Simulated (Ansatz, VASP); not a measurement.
**Mo: VASP beside Ansatz**

File INCAR:

```
PREC     = Accurate       # precision mode
ENCUT    = 400            # plane-wave cutoff, eV
EDIFF    = 1E-6           # SCF threshold, eV
ISMEAR   = 0              # smearing method
SIGMA    = 0.1            # smearing width, eV
LREAL    = False          # projectors in reciprocal space
LASPH    = True           # aspherical terms in the spheres
NELM     = 120            # most SCF steps
ALGO     = Normal         # electronic algorithm
ISIF     = 2              # what is computed and relaxed
LWAVE    = False          # write WAVECAR
LCHARG   = False          # write CHGCAR
LDIPOL   = True         
IDIPOL   = 3            
DIPOL    = 0.5 0.5 0.311
GGA      = PE             # functional
NBANDS   = 28             # bands
GGA_COMPAT= False        
NELMDL   = -8
```

Contents of KPOINTS:

```
regular mesh
0
Gamma
  10 10 1
```

POSCAR

```
Mo
1.0
    2.7370454664      0.0000000000      0.0000000000
   -0.9123484888      2.5805112129      0.0000000000
    0.0000000000      0.0000000000     19.8082440452
Mo
3
Direct
    0.5000000000      0.5000000000      0.2019361227
    0.0000000000      0.0000000000      0.3106875856
    0.5000000000      0.5000000000      0.4194336472
```

Input for Ansatz:

```yaml
crystal:
  lattice:
    - [2.7370454666, 0.0, 0.0]
    - [-0.9123484889, 2.5805112132, 0.0]
    - [0.0, 0.0, 19.8082440588]
  atoms:
    - { symbol: Mo, position: [0.5, 0.5, 0.2019361226] }
    - { symbol: Mo, position: [0.0, 0.0, 0.3106875857] }
    - { symbol: Mo, position: [0.5, 0.5, 0.4194336476] }
basis:
  ecutwfc: 420
kpoints:
  mp_grid: { grid: [10, 10, 1] }
hamiltonian:
  xc: pbe
  pseudopotentials: { kind: paw, azcp: { folder: soft_1 } }
scf:
  occupations: { method: gaussian, width: 0.1 }
output:
  forces: true
  eigenvalues: true
efield:
  axis: 3
  dipole_correction: true
  ramp_width: 0.04
```

Alike in both runs: task single point; functional PBE; k mesh 10 × 10 × 1; occupations gaussian, width 0.1 eV; no spin polarisation.

|  | VASP | Ansatz |
| --- | --- | --- |
| version | VASP 6.6.1 | Ansatz 0.2.0 |
| potentials or method | VASP PAW PBE potentials, release 64 (Mo_sv), cutoff 400 eV | scalar-relativistic, plane waves, PAW |
| valence electrons in the cell | 42 | 42 |

```csv
,VASP,Ansatz,Ansatz less VASP
gap on the k mesh at the Fermi level (eV),none,none,-
rms of the force components (eV/Å),0.014,0.000,-0.0137
```

Atom by atom the forces differ by 0.014 eV/Å (rms over components). A gap of «none» marks a metal or a gap that the smearing closes.
